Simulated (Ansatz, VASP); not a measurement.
**Two plane-wave programs on Mg3Sn2N2**

INCAR

```
SYSTEM = Mg3Sn2N2
PREC     = Accurate       ! precision mode
ENCUT    = 600            ! plane-wave cutoff, eV
EDIFF    = 1E-7           ! SCF threshold, eV
ISMEAR   = 0              ! smearing method
SIGMA    = 0.2            ! smearing width, eV
LREAL    = .FALSE.        ! projectors in reciprocal space
LASPH    = .TRUE.         ! aspherical terms in the spheres
NELM     = 60             ! most SCF steps
ALGO     = Normal         ! electronic algorithm
ISIF     = 3              ! what is computed and relaxed
LWAVE    = .FALSE.        ! write WAVECAR
LCHARG   = .FALSE.        ! write CHGCAR
GGA      = PE             ! functional
IBRION   = 2              ! ionic algorithm
NSW      = 36             ! ionic steps
EDIFFG   = -0.08          ! ionic threshold
```

The input KPOINTS:

```
regular mesh
0
G
  3 3 3
  0 0 0
```

POSCAR

```
Mg3Sn2N2
1.0
    4.9518426800      0.0000000000      0.0000000000
    0.0000000000      4.9518426800      0.0000000000
    0.0000000000      0.0000000000      6.4189850900
Mg Sn N
3 2 2
Direct
    0.0000000000      0.0000000000      0.9730283800
    0.5000000000      0.0000000000      0.5379119000
    0.0000000000      0.5000000000      0.5379119000
    0.5000000000      0.0000000000      0.8732642100
    0.0000000000      0.5000000000      0.8732642100
    0.5000000000      0.0000000000      0.2562219000
    0.0000000000      0.5000000000      0.2562219000
```

Input for Ansatz:

```yaml
crystal:
  lattice:
    - [4.95184268, 0.0, 0.0]
    - [0.0, 4.95184268, 0.0]
    - [0.0, 0.0, 6.41898509]
  atoms:
    - { symbol: Mg, position: [0.0, 0.0, 0.97302838] }
    - { symbol: Mg, position: [0.5, 0.0, 0.5379119] }
    - { symbol: Mg, position: [0.0, 0.5, 0.5379119] }
    - { symbol: Sn, position: [0.5, 0.0, 0.87326421] }
    - { symbol: Sn, position: [0.0, 0.5, 0.87326421] }
    - { symbol: "N", position: [0.5, 0.0, 0.2562219] }
    - { symbol: "N", position: [0.0, 0.5, 0.2562219] }
basis:
  ecutwfc: 420
kpoints:
  mp_grid: { grid: [3, 3, 3] }
hamiltonian:
  xc: pbe
scf:
  occupations: { method: gaussian, width: 0.2 }
  lower_state_search: "off"
output:
  forces: true
  stress: true
  eigenvalues: true
relax:
  adjacent_minimum: "off"
  f_tol: 0.08
  max_steps: 16
  cell: { stress_tol: 0.8 }
```

Alike in both runs: task relaxation of cell and atoms; functional PBE; k mesh 3 × 3 × 3; occupations gaussian, width 0.2 eV; no spin polarisation.

```csv
,VASP,Ansatz
version,VASP 6.6.1,Ansatz 0.2.0
potentials or method,"VASP PAW PBE potentials, release 64 (Mg, Sn_d, N), cutoff 600 eV","scalar-relativistic, plane waves, PAW"
valence electrons in the cell,44,68
```

|  | VASP | Ansatz | Ansatz less VASP |
| --- | --- | --- | --- |
| gap on the k mesh at the Fermi level, each at its own relaxed structure (eV) | none | none | - |
| relaxed volume (Å³/atom) | 21.02 | 21.03 | +0.017 |
| relaxed length of the cell vector where the two differ most in proportion (Å) | 7.085 | 7.062 | -0.0232 |

A gap of «none» marks a metal or a gap that the smearing closes. VASP's potentials hold 44 valence electrons a cell and Ansatz's 68, so a difference there can come from the potentials and not from the codes.

The k mesh is coarse, so the values compare programs but aren't converged.
